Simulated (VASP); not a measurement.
# Ge: single point with PBE

Ge:

```
Ge
1.0
     4.11903    0.00000    0.00000
    -2.05951    3.56718    0.00000
     0.00000    0.00000    6.69253
Ge
4
Direct
  0.66667 0.33333 0.06279
  0.33333 0.66667 0.56279
  0.66667 0.33333 0.43721
  0.33333 0.66667 0.93721
```

This cell differs from its parent crystal: strain +0.015 along x and y, +0.000 along z.

- Program: VASP 6.6.1
- Task: single point
- Functional: PBE
- Potentials or basis: VASP PAW PBE potentials, release 64 (Ge_d)
- Cutoff: 520 eV
- k mesh: 12 × 12 × 8
- Occupations: gaussian, width 0.15 eV
- Spin: no spin polarisation

| Property | Result |
| --- | --- |
| Pressure | -1.7 GPa |
| Largest force | 0.124 eV/Å |
| Band gap on the k mesh | zero (bands 28 and 29 overlap by 0.19 eV) |

Forces in eV/Å, atoms in the order of the input:
```
Ge   0.000  0.000 -0.124
Ge   0.000  0.000 -0.124
Ge   0.000  0.000  0.124
Ge   0.000  0.000  0.124
```

Stress tensor (GPa, compression positive):
```
-2.38  0.00  0.00
 0.00 -2.38  0.00
 0.00  0.00 -0.20
```

Levels at points of the mesh, in eV from the Fermi level:
```
           k point  band 25  band 26  band 27  band 28  band 29  band 30  band 31  band 32
(0.00, 0.00, 0.00)    -1.44    -0.65    -0.40    -0.14     0.10     0.10     2.17     2.17
(0.50, 0.00, 0.00)    -4.23    -2.87    -2.58    -1.31     0.54     1.47     3.59     3.60
(0.00, 0.00, 0.50)    -0.84    -0.84    -0.84    -0.84     0.37     0.37     3.25     3.25
(0.50, 0.00, 0.50)    -2.33    -2.33    -2.24    -2.24     0.49     0.49     2.20     2.20
```

Run time: 5.6 min on 1 thread of Intel Xeon 8259CL, with other jobs on the host, peak memory 0.37 GiB.

Caveat: the cell differs from its parent crystal (strain +0.015 along x and y, +0.000 along z); semilocal functionals underestimate gaps, so a narrow gap can read as zero.
